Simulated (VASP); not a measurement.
# La (P6_3/mmc) in VASP: a series of runs, part 2 of 2

VASP 6.6.1.

### 3 Single point, r2SCAN

This run uses another cell than the first one, of 37.21 Å³/atom, 0.933 times its volume.

Contents of POSCAR:

```
La
1.0
    3.7707361582      0.0000000000      0.0000000000
   -1.8853680791      3.2655533039      0.0000000000
    0.0000000000      0.0000000000     12.0891114664
La
4
Direct
    0.6666666667      0.3333333333      0.2500000000
    0.3333333333      0.6666666667      0.7500000000
    0.0000000000      0.0000000000      0.5000000000
    0.0000000000      0.0000000000      0.0000000000
```

Contents of INCAR.step1:

```
ALGO = Normal
EDIFF = 1E-4
ENCUT = 520
GGA = PE
ISMEAR = -1
LASPH = True
LCHARG = False
LREAL = False
LWAVE = True
NBANDS = 30
NELM = 80
PREC = Accurate
SIGMA = 0.05
```

Contents of INCAR.step2:

```
ALGO = Normal
EDIFF = 1E-6
ENCUT = 520
ISIF = 2
ISMEAR = -1
ISTART = 1
LASPH = True
LCHARG = False
LMIXTAU = True
LREAL = False
LWAVE = False
METAGGA = R2SCAN
NBANDS = 30
NELM = 80
PREC = Accurate
SIGMA = 0.05
```

Contents of KPOINTS:

```
k-points
0
Gamma
  8 8 3
```

Potentials or basis: VASP PAW PBE potentials, release 64 (La).

The run is started by

```sh
> cat potpaw_PBE.64/La/POTCAR > POTCAR
> cp INCAR.step1 INCAR
> mpirun -np 1 vasp_std > vasp.out
> cp INCAR.step2 INCAR
> mpirun -np 1 vasp_std > vasp.out
```

OUTCAR:

```text
EDIFF = 1E-6
   ENCUT = 520
   ISIF = 2
   ISMEAR = -1
   ISTART = 1
   LASPH = True
   LREAL = False
   METAGGA = R2SCAN
   NELM = 80
   PREC = Accurate

 ion  position               nearest neighbor table
   1  0.667  0.333  0.250-
   2  0.333  0.667  0.750-
   3  0.000  0.000  0.500-
   4  0.000  0.000  0.000-

  LATTYP: Found a hexagonal cell.
 ALAT       =     3.7707361582
 C/A-ratio  =     3.2060348322

  Lattice vectors:

 A1 = (   3.7707361582,   0.0000000000,   0.0000000000)
 A2 = (  -1.8853680791,   3.2655533039,   0.0000000000)
 A3 = (   0.0000000000,   0.0000000000,  12.0891114664)

Analysis of symmetry for initial positions (statically):
=====================================================================
 Subroutine PRICEL returns:
 Original cell was already a primitive cell.

 Routine SETGRP: Setting up the symmetry group for a
 hexagonal supercell.

 Subroutine GETGRP returns: Found 24 space group operations
 (whereof 12 operations were pure point group operations)
 out of a pool of 24 trial point group operations.

The static configuration has the point symmetry D_3d.
 The point group associated with its full space group is D_6h.

Analysis of symmetry for dynamics (positions and initial velocities):
=====================================================================
 Subroutine PRICEL returns:
 Original cell was already a primitive cell.

 Routine SETGRP: Setting up the symmetry group for a
 hexagonal supercell.

 Subroutine GETGRP returns: Found 24 space group operations
 (whereof 12 operations were pure point group operations)
 out of a pool of 24 trial point group operations.

[... 112 lines left out ...]
   NUPDOWN=      -1.0000    fix difference up-down
   EMIN   =  10.00;   EMAX   =-10.00  energy-range for DOS
   EFERMI =   0.00;   METHOD = LEGACY
   ISMEAR =    -1;   SIGMA  =   0.05  broadening in eV -4-tet -1-fermi 0-gaus
   EFERMI_NEDOS =   21; number of points for ismear=-14 and -15
   IALGO  =     38    algorithm
   IMIX   =      4    mixing-type and parameters
     AMIX     =   0.40;   BMIX     =  1.00
     AMIX_MAG =   1.60;   BMIX_MAG =  1.00
  volume/ion in A,a.u.               =      37.21       251.14
  Fermi-wavevector in a.u.,A,eV,Ry     =   1.090519  2.060782 16.180483  1.189232
  Thomas-Fermi vector in A             =   2.226745
   LORBIT       =      0    0 simple, 1 ext, 2 COOP (PROOUT), +10 PAW based schemes
   METAGGA = R2SCAN    functional components
   LHFCALC =     F    Hartree Fock is set to
   AEXX    =    0.0000 exact exchange contribution
   IVDW    =     0    specifies the selected vdW correction
   LEPSILON=     F    determine dielectric tensor
   LRPA    =     F    only Hartree local field effects (RPA)
 non-spin polarized calculation
  energy-cutoff  :      520.00
  volume of cell :      148.86
 maximum number of plane-waves:      4029
 NGX is ok and might be reduce to    28
   NGX = 13   NGY = 13   NGZ = 45

 number of electron      43.9999998 magnetization

 Free energy of the ion-electron system (eV)
  ---------------------------------------------------
  ext. energy  EPLUGINS =         0.00000000
  ---------------------------------------------------
  free energy    TOTEN  =      -118.99515697 eV

  energy without entropy =     -118.94953177  energy(sigma->0) =     -118.97234437

 E-fermi :   7.9635     XC(G=0): -10.2069

 val. band max:        7.9571059381   @ k =   0.3750   0.2500   0.3333
 cond. band min:       7.9786010782   @ k =   0.2500   0.2500   0.3333
 fundamental gap:      0.0214951401
 Fermi energy:         7.9635237119

 k-point     1 :       0.0000    0.0000    0.0000
  band No.  band energies     occupation
      1     -26.1276      2.00000
      2     -26.0207      2.00000
      3     -26.0122      2.00000
      4     -25.9013      2.00000
      5     -10.0982      2.00000
      6      -9.4067      2.00000
[... 649 lines left out ...]
     29       9.8250      0.00000
     30       9.8270      0.00000

------------------------ aborting loop because EDIFF is reached ----------------------------------------

  FORCE on cell =-STRESS in cart. coord.  units (eV):
  Direction    XX          YY          ZZ          XY          YZ          ZX
  --------------------------------------------------------------------------------------
  -------------------------------------------------------------------------------------
  Total        0.0470955      0.0470955      0.0570726      0.0000000      0.0000000      0.0000000
  in kB        0.5068887      0.5068887      0.6142722      0.0000000      0.0000000      0.0000000
  external PRESSURE =       0.5426832 kB  Pullay stress =       0.0000000 kB

 VOLUME and BASIS-vectors are now :
 -----------------------------------------------------------------------------
  energy-cutoff  :      520.00
  volume of cell :      148.86
      direct lattice vectors                 reciprocal lattice vectors
     3.770736158  0.000000000  0.000000000     0.265200204  0.153113409  0.000000000
    -1.885368079  3.265553304  0.000000000     0.000000000  0.306226819  0.000000000
     0.000000000  0.000000000 12.089111466     0.000000000  0.000000000  0.082719065

 POSITION                                       TOTAL-FORCE (eV/Angst)
 -----------------------------------------------------------------------------------
      1.88537      1.08852      3.02228         0.000000     -0.000000     -0.000000
     -0.00000      2.17704      9.06683        -0.000000      0.000000      0.000000
      0.00000      0.00000      6.04456         0.000000      0.000000      0.000000
      0.00000      0.00000      0.00000         0.000000      0.000000      0.000000
 -----------------------------------------------------------------------------------
    total drift:                               -0.000000     -0.000000      0.000000

  FREE ENERGIE OF THE ION-ELECTRON SYSTEM (eV)
  ---------------------------------------------------
  free  energy   TOTEN  =      -118.9951569689 eV

  energy  without entropy=     -118.9495317694  energy(sigma->0) =     -118.97234437
```

OUTCAR.step1:

```text
EDIFF = 1E-4
   ENCUT = 520
   GGA = PE
   ISMEAR = -1
   LASPH = True
   LREAL = False
[... 883 lines left out ...]
     -0.00000      2.17704      9.06683        -0.000000     -0.000000      0.000000
      0.00000      0.00000      6.04456        -0.000000     -0.000000     -0.000000
      0.00000      0.00000      0.00000        -0.000000     -0.000000     -0.000000
 -----------------------------------------------------------------------------------
    total drift:                               -0.000000      0.000000      0.000000

  FREE ENERGIE OF THE ION-ELECTRON SYSTEM (eV)
  ---------------------------------------------------
  free  energy   TOTEN  =       -19.5739422066 eV

  energy  without entropy=      -19.5225683777  energy(sigma->0) =      -19.54825529
```

OSZICAR.step1:

```text
N       E                     dE             d eps       ncg     rms          rms(c)
DAV:   1     0.566844723105E+03    0.56684E+03   -0.14605E+04  1200   0.199E+03
DAV:   2     0.112221468873E+03   -0.45462E+03   -0.44422E+03  1744   0.393E+02
DAV:   3    -0.370161449051E+01   -0.11592E+03   -0.11351E+03  2024   0.232E+02
DAV:   4    -0.172188511318E+02   -0.13517E+02   -0.13077E+02  2248   0.836E+01
DAV:   5    -0.192549969863E+02   -0.20361E+01   -0.19811E+01  2368   0.326E+01    0.503E+00
DAV:   6    -0.195217518973E+02   -0.26675E+00   -0.28699E+00  2376   0.132E+01    0.249E+00
DAV:   7    -0.195612311412E+02   -0.39479E-01   -0.41974E-01  2384   0.596E+00    0.667E-01
DAV:   8    -0.195719212673E+02   -0.10690E-01   -0.66152E-02  2392   0.205E+00    0.174E-01
DAV:   9    -0.195738993581E+02   -0.19781E-02   -0.96829E-03  2128   0.905E-01    0.741E-02
DAV:  10    -0.195739264570E+02   -0.27099E-04   -0.13240E-03  1904   0.348E-01    0.171E-02
DAV:  11    -0.195739422066E+02   -0.15750E-04   -0.21494E-04  1328   0.154E-01
   1 F= -.19573942E+02 E0= -.19548255E+02  d E =-.513738E-01
```

Wall time 13 min (1 thread of AMD EPYC 7R43 (Zen 3), shared host); peak memory 0.28 GiB.

Results:

- Free energy: -118.9952 eV
- Pressure: 0.1 GPa
- Band gap on the k mesh: zero (band 22 reaches 9.01 eV, above the bottom of band 23 at 7.72 eV)

Caveat: the PAW data sets were made with another functional, which shifts forces and pressure a little; spin-orbit coupling is left out, which moves the levels of the heavy elements.

### 4 Relaxation of cell and atoms, LDA

This run uses another cell than the first one, of 37.42 Å³/atom, 0.938 times its volume.

Contents of INCAR:

```
PREC     = Accurate       # precision mode
ENCUT    = 600            # plane-wave cutoff, eV
EDIFF    = 1E-7           # SCF threshold, eV
ISMEAR   = -1             # smearing method
SIGMA    = 0.05           # smearing width, eV
LREAL    = F              # projectors in reciprocal space
LASPH    = T              # aspherical terms in the spheres
NELM     = 60             # most SCF steps
ALGO     = Fast           # electronic algorithm
ISIF     = 3              # what is computed and relaxed
LWAVE    = F              # write WAVECAR
LCHARG   = F              # write CHGCAR
GGA      = CA             # functional
IBRION   = 2              # ionic algorithm
NSW      = 60             # ionic steps
EDIFFG   = -0.01          # ionic threshold
```

Contents of KPOINTS:

```
Automatic mesh
0
Gamma
  8 8 3
```

Contents of POSCAR:

```
La
1.0
    3.7700000000      0.0000000000      0.0000000000
   -1.8850000000      3.2649157723      0.0000000000
    0.0000000000      0.0000000000     12.1590000000
La
4
Direct
    0.6666666667      0.3333333333      0.2500000000
    0.3333333333      0.6666666667      0.7500000000
    0.0000000000      0.0000000000      0.5000000000
    0.0000000000      0.0000000000      0.0000000000
```

Potentials or basis: VASP PAW LDA potentials, release 64 (La).

The run is started by

```sh
> cat potpaw_LDA.64/La/POTCAR > POTCAR
> mpirun -np 1 vasp_std > vasp.out
```

It took 41 min on 1 thread of AMD EPYC 7R43 (Zen 3), shared host; peak memory 0.22 GiB.

Results (log left out):

```
Free energy                            : -22.3618 eV
Relaxed volume                         : 32.15 Å³/atom
Relaxed cell                           : a = 3.589 Å, b = 3.589 Å, c = 11.530 Å, α = 90.00°, β = 90.00°, γ = 120.00°
Space group after relaxing (to 0.05 Å) : P6_3/mmc (No. 194)
Energy gained by relaxing              : 65.9 meV/atom
Ionic steps                            : 7
Pressure after relaxing                : 0.0 GPa
Band gap on the k mesh                 : zero (band 22 reaches 10.04 eV, above the bottom of band 23 at 8.93 eV)
```

The path:
| step | energy change (eV) | largest force (eV/Å) | pressure (GPa) | volume (Å³) |
| --- | --- | --- | --- | --- |
| 1 | 0.0000 | 0.0000 | -3.66 | 149.66 |
| 2 | -0.2556 | 0.0000 | -0.69 | 131.90 |
| 3 | -0.2631 | 0.0000 | -0.03 | 129.02 |
| 4 | -0.2632 | 0.0000 | 0.01 | 128.62 |
| 5 | -0.2634 | 0.0000 | 0.03 | 128.62 |
| 6 | -0.2634 | 0.0000 | -0.02 | 128.61 |
| 7 | -0.2634 | 0.0000 | 0.04 | 128.62 |

Final structure:
```cif
data_structure
_symmetry_space_group_name_H-M 'P 1'
_symmetry_Int_Tables_number 1
_cell_length_a 3.5889
_cell_length_b 3.5889
_cell_length_c 11.5301
_cell_angle_alpha 90.000
_cell_angle_beta 90.000
_cell_angle_gamma 120.000
_cell_volume 128.62
loop_
_atom_site_label
_atom_site_type_symbol
_atom_site_fract_x
_atom_site_fract_y
_atom_site_fract_z
_atom_site_occupancy
La1 La 0.66667 0.33333 0.25000 1
La2 La 0.33333 0.66667 0.75000 1
La3 La 0.00000 0.00000 0.50000 1
La4 La 0.00000 0.00000 0.00000 1
```

Levels at points of the mesh, in eV from the Fermi level:
| k point | band 18 | band 19 | band 20 | band 21 | band 22 | band 23 | band 24 | band 25 | band 26 |
| --- | --- | --- | --- | --- | --- | --- | --- | --- | --- |
| (0.00, 0.00, 0.00) | -1.96 | -1.73 | -1.70 | 0.60 | 0.77 | 1.22 | 1.23 | 1.25 | 1.32 |
| (0.50, 0.00, 0.00) | -2.14 | -1.84 | -1.29 | -0.86 | -0.29 | -0.23 | 0.47 | 1.14 | 1.18 |

Caveat: spin-orbit coupling is left out, which moves the levels of the heavy elements; the volume moved by -14 % from the deposited cell, more than functionals usually miss. LDA usually gives volumes a few per cent too small.

### 5 The runs side by side

| task | level | potentials or basis | cell | cutoff (eV) | gap on the mesh (eV) | pressure (GPa) |
| --- | --- | --- | --- | --- | --- | --- |
| single point | BLYP | VASP PAW PBE potentials, release 64 (La) | a = 3.852, b = 3.852, c = 12.416 Å, angles 90.0, 90.0, 120.0°, 4 atoms | 520 | none | 0.0 |
| single point | r2SCAN | VASP PAW PBE potentials, release 64 (La) | a = 3.771, b = 3.771, c = 12.089 Å, angles 90.0, 90.0, 120.0°, 4 atoms | 520 | none | 0.1 |
| relaxation of cell and atoms | LDA | VASP PAW LDA potentials, release 64 (La) | relaxed from a = 3.770, b = 3.770, c = 12.159 Å, angles 90.0, 90.0, 120.0°, 4 atoms | 600 | none | 0.0 |

Alike in all rows: no spin polarisation; k mesh 8 × 8 × 3; smearing fermi-dirac 0.05 eV.

Caveats: spin-orbit coupling is left out, which moves the levels of the heavy elements; the PAW data sets were made with another functional, which shifts forces and pressure a little (some runs); the volume moved by -14 % from the deposited cell, more than functionals usually miss (some runs).

Total energies depend on the potentials used, so only differences within one code and one set of settings carry meaning.
